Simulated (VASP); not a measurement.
In: single point with PBE

The system is In.

```
In
1.0
    -1.69471    1.69471    2.29737
     1.69471   -1.69471    2.29737
     1.69471    1.69471   -2.29737
In
1
Direct
  0.00000 0.00000 0.00000
```

```
Program             : VASP 6.6.1
Task                : single point
Functional          : PBE
Potentials or basis : VASP PAW PBE potentials, release 64 (In_d)
Cutoff              : 520 eV
k mesh              : 17 × 17 × 17
Occupations         : fermi-dirac, width 0.03 eV
Spin                : non-collinear spin, zero start, spin-orbit coupling
Starting moments    : [[0.0, 0.0, 0.0]] μB
```

```json
{
 "Pressure": "1.5 GPa",
 "Net moment": "0.00 μB per cell",
 "Valence electrons inside the program's atomic spheres": "In 11.34"
}
```

Stress tensor (GPa, compression positive):
```
1.70 0.00 0.00
0.00 1.70 0.00
0.00 0.00 1.18
```

Moments on the atoms (μB; x, y, z):
```
In  0.00 0.00 0.00
```

It took 12 min on 1 thread of Oxide Virtual Turin-like Processor, on a shared host, peak memory 0.45 GiB.
